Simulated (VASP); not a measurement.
Here is a VASP 6.6.1 calculation.

File POSCAR:

```
Ge
1.0
    2.8375026868     -2.8375026868      0.0000000000
    2.8375026868      0.0000000000     -2.8375026868
    6.2523556429      6.2523556429      6.2523556429
Ge
6
Direct
    0.6666666667      0.6666666667      0.4916182400
    1.0000000000      0.0000000000      0.1890653198
    0.3333333333      0.3333333333      0.7941711602
    0.6666666667      0.6666666667      0.7185329302
    1.0000000000      1.0000000000      0.4159800100
    0.3333333333      0.3333333333      0.1134270898
```

INCAR.step1

```
PREC = Accurate ; ENCUT = 520
ISMEAR = 0 ; SIGMA = 0.03
LREAL = F ; LASPH = T
NELM = 60 ; NBANDS = 51
GGA = PE ; ALGO = Normal
EDIFF = 1E-4 ; LWAVE = T
LCHARG = F
```

File INCAR.step2:

```
PREC = Accurate ; ENCUT = 520
EDIFF = 1E-6 ; ISMEAR = 0
SIGMA = 0.03 ; LREAL = F
LASPH = T ; NELM = 60
ALGO = Normal ; ISIF = 2
LWAVE = F ; LCHARG = F
METAGGA = R2SCAN ; LMIXTAU = T
NBANDS = 51 ; ISTART = 1
```

Contents of KPOINTS:

```
Automatic mesh
0
Gamma
  10 10 4
```

Potentials or basis: VASP PAW PBE potentials, release 64 (Ge_d).

Command:

```bash
$ cat potpaw_PBE.64/Ge_d/POTCAR > POTCAR
$ cp INCAR.step1 INCAR
$ mpirun -np 1 vasp_std > vasp.out
$ cp INCAR.step2 INCAR
$ mpirun -np 1 vasp_std > vasp.out
```

Problem. What does it give for the band gap on the k mesh?

Solution. Zero (bands 42 and 43 overlap by 0.49 eV).

Problem. Predict the largest force.

Solution. 0.933 eV/Å.

Stress tensor (GPa, compression positive):
```
-1.19 -1.36 -1.36
-1.36 -1.19 -1.36
-1.36 -1.36 -1.19
```

Caveat: the cell differs from its parent crystal (the distance across one plane changed); semilocal functionals underestimate gaps, and a narrow one can read as zero; the PAW data sets were made with another functional, which shifts forces and pressure a little.
